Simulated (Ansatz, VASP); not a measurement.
BaTiO3 in VASP and in Ansatz

INCAR

```
PREC = Accurate
ENCUT = 910
EDIFF = 1E-6
ISMEAR = 0
SIGMA = 0.02
LREAL = False
LASPH = True
NELM = 120
ALGO = Normal
ISIF = 2
LWAVE = False
LCHARG = False
GGA = PS
NBANDS = 28
GGA_COMPAT = False
```

The input KPOINTS:

```
regular mesh
0
Gamma
  8 8 8
```

The input POSCAR:

```
BaTiO3
1.0
    3.9698624762      0.0000000000      0.0000000000
    0.0000000000      3.9698624762      0.0000000000
    0.0000000000      0.0000000000      3.9698883025
Ba Ti O
1 1 3
Direct
    0.0000000000      0.0000000000      0.0000000000
    0.5000000000      0.5000000000      0.5000000000
    0.5000000000      0.5000000000      0.0000000000
    0.5000000000      0.0000000000      0.5000000000
    0.0000000000      0.5000000000      0.5000000000
```

Input for Ansatz:

```yaml
crystal:
  lattice:
    - [3.9698624752, 0.0, 0.0]
    - [0.0, 3.9698624752, 0.0]
    - [0.0, 0.0, 3.9698883022]
  atoms:
    - { symbol: Ba, position: [0.0, 0.0, 0.0] }
    - { symbol: Ti, position: [0.5, 0.5, 0.5] }
    - { symbol: O, position: [0.5, 0.5, 0.0] }
    - { symbol: O, position: [0.5, 0.0, 0.5] }
    - { symbol: O, position: [0.0, 0.5, 0.5] }
basis:
  ecutwfc: 420
kpoints:
  mp_grid: { grid: [8, 8, 8] }
  band_path: { path: [VBM, CBM], npoints: 2 }
hamiltonian:
  xc: pbesol
scf:
  occupations: { method: gaussian, width: 0.02 }
output:
  forces: true
  stress: true
  eigenvalues: true
```

Alike in both runs: task single point; functional PBEsol; k mesh 8 × 8 × 8; occupations gaussian, width 0.02 eV; no spin polarisation.

```csv
,VASP,Ansatz
version,VASP 6.6.1,Ansatz 0.2.0
potentials or method,"VASP PAW PBE potentials, release 64 (Ba_sv, Ti_sv, O_h), cutoff 910 eV","scalar-relativistic, plane waves, PAW"
valence electrons in the cell,40,40
```

```tsv
	VASP	Ansatz	Ansatz less VASP
gap on the k mesh at the Fermi level (eV)	1.75	1.82	+0.067
least direct gap on the mesh (eV)	1.87	1.89	+0.027
```

VASP's potentials were made for PBE, not for PBEsol. The functional is the same, so the differences come from potentials, cutoffs and numerics. Ansatz's warnings: near symmetry operations not taken.

Spin-orbit coupling is off throughout. Noted on VASP's run: the cutoff is short for stress, so the pressure is rough.
